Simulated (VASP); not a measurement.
Y: single point with r2SCAN+D3(BJ)

Y:

```
Y
1.0
     0.00000    2.83048    2.83048
     2.83048    0.00000    2.83048
     2.83048    2.83048    0.00000
Y
2
Direct
  0.00000 0.00000 0.00000
  0.25000 0.25000 0.25000
```

This isn't the form of Y at room conditions, which is hcp.

```
Program             : VASP 6.6.1
Task                : single point
Functional          : r2SCAN
Dispersion          : D3(BJ)
Potentials or basis : VASP PAW PBE potentials, release 64 (Y_sv)
Cutoff              : 550 eV
k mesh              : 6 × 6 × 6
Occupations         : fermi-dirac, width 0.05 eV
Spin                : no spin polarisation
```

```
Pressure                   : 20.5 GPa
Band gap on the k mesh     : zero (bands 11 and 12 overlap by 1.39 eV)
Dispersion energy per atom : -0.232 eV
```

Levels at points of the mesh, in eV from the Fermi level:
```tsv
k point	band 9	band 10	band 11	band 12	band 13	band 14
(0.00, 0.00, 0.00)	-4.81	-1.64	-1.64	0.79	0.79	0.79
(0.50, 0.00, 0.00)	-2.33	-1.46	-1.46	-1.11	0.11	0.11
(0.50, 0.50, 0.00)	-3.31	-3.31	0.18	0.18	2.20	2.20
```

Run time: 29 s on 1 thread of Intel(R) Xeon(R) 6975P-C (Granite Rapids), on a shared host, peak memory 0.2 GiB.

Caveat: the cell stands under pressure; the PAW data sets were made with another functional, which shifts forces and pressure a little.
